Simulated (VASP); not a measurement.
# Ge4S (Pmma) in VASP: single point with PBE

Aim: the single point of Ge4S with PBE.

All numbers are computed with VASP 6.6.1; they aren't measurements. Logs are shortened: lines on timing, memory, paths and dates and some standing lists are left out, and cuts for length are marked.

**1. The cell of the first run**

It takes space group Pmma (No. 51, orthorhombic). Conventional cell: a = 3.850 Å, b = 4.107 Å, c = 16.072 Å, α = 90.00°, β = 90.00°, γ = 90.00°. Within 3.1 Å of Ge (site symmetry mm2) lie 2 S at 2.34 Å and 2 Ge at 2.49 Å. Ge (site symmetry mm2) has 4 Ge at 2.44 to 2.49 Å within 3.2 Å. Within 3.2 Å of Ge (site symmetry mm2) lie 4 Ge at 2.44 to 2.50 Å. Ge (site symmetry mm2) has 4 Ge at 2.44 to 2.50 Å within 3.2 Å. Within 3.1 Å of S (site symmetry mm2) lie 2 Ge at 2.34 Å.

**2. Single point, PBE**

Contents of INCAR:

```
ALGO     = Normal         # electronic algorithm
EDIFF    = 1E-7           # SCF threshold, eV
ENCUT    = 520            # plane-wave cutoff, eV
GGA      = PE             # functional
ISIF     = 2              # what is computed and relaxed
ISMEAR   = 0              # smearing method
LASPH    = T              # aspherical terms in the spheres
LCHARG   = T              # write CHGCAR
LELF     = T              # ELF
LREAL    = F              # projectors in reciprocal space
LVHAR    = T            
LWAVE    = F              # write WAVECAR
NBANDS   = 73             # bands
NELM     = 100            # most SCF steps
PREC     = Accurate       # precision mode
SIGMA    = 0.1            # smearing width, eV
```

Contents of KPOINTS:

```
k-points
0
Gamma
  8 8 2
```

Contents of POSCAR:

```
Ge4S
1.0
    3.8495617839      0.0000000000      0.0000000000
    0.0000000000      4.1068320056      0.0000000000
    0.0000000000      0.0000000000     16.0721594626
Ge S
8 2
Direct
    0.2500000000      0.0000000000      0.6830990092
    0.2500000000      0.5000000000      0.7711164506
    0.7500000000      0.0000000000      0.9533177621
    0.7500000000      0.5000000000      0.8643618300
    0.2500000000      0.0000000000      0.0466822379
    0.2500000000      0.5000000000      0.1356381700
    0.7500000000      0.0000000000      0.3169009908
    0.7500000000      0.5000000000      0.2288835494
    0.7500000000      0.0000000000      0.6001909567
    0.2500000000      0.0000000000      0.3998090433
```

Potentials or basis: VASP PAW PBE potentials, release 64 (Ge_d, S).

On the command line:

```bash
cat potpaw_PBE.64/Ge_d/POTCAR potpaw_PBE.64/S/POTCAR > POTCAR
mpirun -np 1 vasp_std > vasp.out
```

OUTCAR:

```text
EDIFF = 1E-7
   ENCUT = 520
   GGA = PE
   ISIF = 2
   ISMEAR = 0
   LASPH = T
   LREAL = F
   NELM = 100
   PREC = Accurate

 ion  position               nearest neighbor table
   1  0.250  0.000  0.683-   9 2.34   9 2.34   2 2.49   2 2.49
   2  0.250  0.500  0.771-   4 2.44   4 2.44   1 2.49   1 2.49
   3  0.750  0.000  0.953-   5 2.44   5 2.44   4 2.50   4 2.50
   4  0.750  0.500  0.864-   2 2.44   2 2.44   3 2.50   3 2.50
   5  0.250  0.000  0.047-   3 2.44   3 2.44   6 2.50   6 2.50
   6  0.250  0.500  0.136-   8 2.44   8 2.44   5 2.50   5 2.50
   7  0.750  0.000  0.317-  10 2.34  10 2.34   8 2.49   8 2.49
   8  0.750  0.500  0.229-   6 2.44   6 2.44   7 2.49   7 2.49
   9  0.750  0.000  0.600-   1 2.34   1 2.34
  10  0.250  0.000  0.400-   7 2.34   7 2.34

  LATTYP: Found a simple orthorhombic cell.
 ALAT       =     3.8495617839
 B/A-ratio  =     1.0668310411
 C/A-ratio  =     4.1750620888

  Lattice vectors:

 A1 = (   3.8495617839,   0.0000000000,   0.0000000000)
 A2 = (   0.0000000000,   4.1068320056,   0.0000000000)
 A3 = (   0.0000000000,   0.0000000000,  16.0721594626)

Analysis of symmetry for initial positions (statically):
=====================================================================
 Subroutine PRICEL returns:
 Original cell was already a primitive cell.

 Routine SETGRP: Setting up the symmetry group for a
 simple orthorhombic supercell.

 Subroutine GETGRP returns: Found  8 space group operations
 (whereof  4 operations were pure point group operations)
 out of a pool of  8 trial point group operations.

The static configuration has the point symmetry C_2h.
 The point group associated with its full space group is D_2h.

Analysis of symmetry for dynamics (positions and initial velocities):
=====================================================================
 Subroutine PRICEL returns:
 Original cell was already a primitive cell.

 Routine SETGRP: Setting up the symmetry group for a
 simple orthorhombic supercell.

 Subroutine GETGRP returns: Found  8 space group operations
 (whereof  4 operations were pure point group operations)
 out of a pool of  8 trial point group operations.

The dynamic configuration has the point symmetry C_2h.
 The point group associated with its full space group is D_2h.

 Subroutine INISYM returns: Found  8 space group operations
[... 119 lines left out ...]
   ISIF   =      2    stress and relaxation
   ISYM   =      2    0-nonsym 1-usesym 2-fastsym
   POTIM  = 0.5000    time-step for ionic-motion
   TEBEG  =    0.0;   TEEND  =   0.0 temperature during run
   PSTRESS=    0.0 pullay stress
   NELECT =     124.0000    total number of electrons
   NUPDOWN=      -1.0000    fix difference up-down
   EMIN   =  10.00;   EMAX   =-10.00  energy-range for DOS
   EFERMI =   0.00;   METHOD = LEGACY
   ISMEAR =     0;   SIGMA  =   0.10  broadening in eV -4-tet -1-fermi 0-gaus
   EFERMI_NEDOS =   21; number of points for ismear=-14 and -15
   IALGO  =     38    algorithm
   IMIX   =      4    mixing-type and parameters
     AMIX     =   0.40;   BMIX     =  1.00
     AMIX_MAG =   1.60;   BMIX_MAG =  1.00
  volume/ion in A,a.u.               =      25.41       171.47
  Fermi-wavevector in a.u.,A,eV,Ry     =   1.288896  2.435660 22.602721  1.661253
  Thomas-Fermi vector in A             =   2.420822
   LORBIT       =      0    0 simple, 1 ext, 2 COOP (PROOUT), +10 PAW based schemes
   GGA     = PE    functional components
   LHFCALC =     F    Hartree Fock is set to
   AEXX    =    0.0000 exact exchange contribution
   IVDW    =     0    specifies the selected vdW correction
   LEPSILON=     F    determine dielectric tensor
   LRPA    =     F    only Hartree local field effects (RPA)
 non-spin polarized calculation
 Gauss-broadening in eV      SIGMA  =   0.10
  energy-cutoff  :      520.00
  volume of cell :      254.09
 maximum number of plane-waves:      6876
 NGX is ok and might be reduce to    30
   NGX = 15   NGY = 15   NGZ = 59

 number of electron     124.0000009 magnetization

 Free energy of the ion-electron system (eV)
  ---------------------------------------------------
  ext. energy  EPLUGINS =         0.00000000
  ---------------------------------------------------
  free energy    TOTEN  =       -44.67335422 eV

  energy without entropy =      -44.67001513  energy(sigma->0) =      -44.67168468

 E-fermi :   3.5709     XC(G=0):  -9.0527

 val. band max:        3.4747217263   @ k =   0.0000   0.2500   0.0000
 cond. band min:       3.5976612686   @ k =   0.1250   0.0000   0.5000
 fundamental gap:      0.1229395423
 Fermi energy:         3.5708808213

 k-point     1 :       0.0000    0.0000    0.0000
  band No.  band energies     occupation
      1     -21.6150      2.00000
      2     -21.6150      2.00000
      3     -21.6066      2.00000
      4     -21.6066      2.00000
      5     -21.6050      2.00000
      6     -21.6050      2.00000
[... 1813 lines left out ...]
     72       7.8639      0.00000
     73       8.4996      0.00000

 [... further k-points ...]

------------------------ aborting loop because EDIFF is reached ----------------------------------------

  FORCE on cell =-STRESS in cart. coord.  units (eV):
  Direction    XX          YY          ZZ          XY          YZ          ZX
  --------------------------------------------------------------------------------------
  -------------------------------------------------------------------------------------
  Total       -0.1699847     -0.0909363     -0.0981929      0.0000000      0.0000000      0.0000000
  in kB       -1.0718352     -0.5733973     -0.6191531      0.0000000      0.0000000      0.0000000
  external PRESSURE =      -0.7547952 kB  Pullay stress =       0.0000000 kB

 VOLUME and BASIS-vectors are now :
 -----------------------------------------------------------------------------
  energy-cutoff  :      520.00
  volume of cell :      254.09
      direct lattice vectors                 reciprocal lattice vectors
     3.849561784  0.000000000  0.000000000     0.259769827  0.000000000  0.000000000
     0.000000000  4.106832006  0.000000000     0.000000000  0.243496690  0.000000000
     0.000000000  0.000000000 16.072159463     0.000000000  0.000000000  0.062219393

 POSITION                                       TOTAL-FORCE (eV/Angst)
 -----------------------------------------------------------------------------------
      0.96239      0.00000     10.97888        -0.000000      0.000000     -0.004117
      0.96239      2.05342     12.39351        -0.000000     -0.000000     -0.003733
      2.88717      0.00000     15.32188        -0.000000     -0.000000      0.001276
      2.88717      2.05342     13.89216        -0.000000      0.000000     -0.001199
      0.96239      0.00000      0.75028         0.000000      0.000000     -0.001276
      0.96239      2.05342      2.18000         0.000000      0.000000      0.001199
      2.88717      0.00000      5.09328        -0.000000      0.000000      0.004117
      2.88717      2.05342      3.67865        -0.000000      0.000000      0.003733
      2.88717      0.00000      9.64636        -0.000000     -0.000000      0.010570
      0.96239      0.00000      6.42579        -0.000000      0.000000     -0.010570
 -----------------------------------------------------------------------------------
    total drift:                                0.000000      0.000000      0.000000

  FREE ENERGIE OF THE ION-ELECTRON SYSTEM (eV)
  ---------------------------------------------------
  free  energy   TOTEN  =       -44.6733542244 eV

  energy  without entropy=      -44.6700151284  energy(sigma->0) =      -44.67168468
```

OSZICAR:

```text
N       E                     dE             d eps       ncg     rms          rms(c)
DAV:   1     0.169299607788E+04    0.16930E+04   -0.56504E+04  9030   0.420E+03
DAV:   2     0.309315940668E+03   -0.13837E+04   -0.13396E+04  7300   0.117E+03
DAV:   3    -0.107931542191E+02   -0.32011E+03   -0.30928E+03  7807   0.274E+02
DAV:   4    -0.440313834432E+02   -0.33238E+02   -0.32561E+02  8523   0.967E+01
DAV:   5    -0.454046297683E+02   -0.13732E+01   -0.13640E+01  8455   0.211E+01    0.106E+01
DAV:   6    -0.447548943897E+02    0.64974E+00   -0.12193E+00 10295   0.144E+01    0.719E+00
DAV:   7    -0.446692603566E+02    0.85634E-01   -0.10475E+00  9271   0.113E+01    0.129E+00
DAV:   8    -0.446672330570E+02    0.20273E-02   -0.19871E-01  8710   0.684E+00    0.607E-01
DAV:   9    -0.446703498109E+02   -0.31168E-02   -0.59008E-02  9104   0.319E+00    0.297E-01
DAV:  10    -0.446720475954E+02   -0.16978E-02   -0.16341E-02  8535   0.271E+00    0.179E-01
DAV:  11    -0.446729280113E+02   -0.88042E-03   -0.43257E-03  8767   0.101E+00    0.811E-02
DAV:  12    -0.446732350117E+02   -0.30700E-03   -0.16802E-03  8251   0.699E-01    0.314E-02
DAV:  13    -0.446733145517E+02   -0.79540E-04   -0.72597E-04  8656   0.353E-01    0.137E-02
DAV:  14    -0.446733378624E+02   -0.23311E-04   -0.27103E-04  8685   0.264E-01    0.700E-03
DAV:  15    -0.446733526607E+02   -0.14798E-04   -0.14822E-04 11176   0.105E-01    0.372E-03
DAV:  16    -0.446733542008E+02   -0.15401E-05   -0.92363E-06  8863   0.293E-02    0.155E-03
DAV:  17    -0.446733542244E+02   -0.23589E-07   -0.96193E-07  8286   0.297E-02
   1 F= -.44673354E+02 E0= -.44671685E+02  d E =-.333910E-02
```

stdout:

```text
POSCAR found type information on POSCAR GeS
 POSCAR found :  2 types and      10 ions
 scaLAPACK will be used
 LDA part: xc-table for (Slater+PW92), standard interpolation
 POSCAR, INCAR and KPOINTS ok, starting setup
 FFT: planning ... GRIDC
 FFT: planning ... GRID_SOFT
 FFT: planning ... GRID
 WAVECAR not read
 entering main loop
```

It took 18 min on 1 thread of Intel Xeon Platinum 8488C (Sapphire Rapids), shared host; peak memory 0.75 GiB.

Results:

| Quantity | Value |
| --- | --- |
| Free energy | -44.6734 eV |
| Pressure | -0.1 GPa |
| Largest force | 0.011 eV/Å |
| Band gap on the k mesh | zero (bands 62 and 63 overlap by 0.38 eV) |

Forces in eV/Å, atoms in the order of the input:
```
Ge   0.000  0.000 -0.004
Ge   0.000  0.000 -0.004
Ge   0.000  0.000  0.001
Ge   0.000  0.000 -0.001
Ge   0.000  0.000 -0.001
Ge   0.000  0.000  0.001
Ge   0.000  0.000  0.004
Ge   0.000  0.000  0.004
S    0.000  0.000  0.011
S    0.000  0.000 -0.011
```

Levels at points of the mesh, in eV from the Fermi level:
```csv
k point,band 60,band 61,band 62,band 63,band 64,band 65
"(0.00, 0.00, 0.00)",-0.45,-0.30,0.03,0.19,0.51,0.91
"(0.50, 0.00, 0.00)",-1.44,-1.10,-1.10,0.18,0.18,1.40
"(0.00, 0.50, 0.00)",-0.93,-0.92,-0.89,0.21,0.25,1.58
"(0.50, 0.50, 0.00)",-3.15,-2.08,-2.08,0.97,0.97,1.40
"(0.00, 0.00, 0.50)",-0.51,-0.33,-0.28,0.11,0.49,0.97
"(0.50, 0.00, 0.50)",-1.44,-1.10,-1.10,0.36,0.36,1.27
"(0.00, 0.50, 0.50)",-0.95,-0.93,-0.89,-0.28,0.54,1.66
"(0.50, 0.50, 0.50)",-3.23,-2.07,-2.07,1.14,1.14,1.36
```

Caveat: this functional lacks dispersion, which binds layers or chains, so the pressure and a relaxed spacing across them are unreliable.

The gap in the log of VASP goes by the Fermi energy; the results here count the filled bands.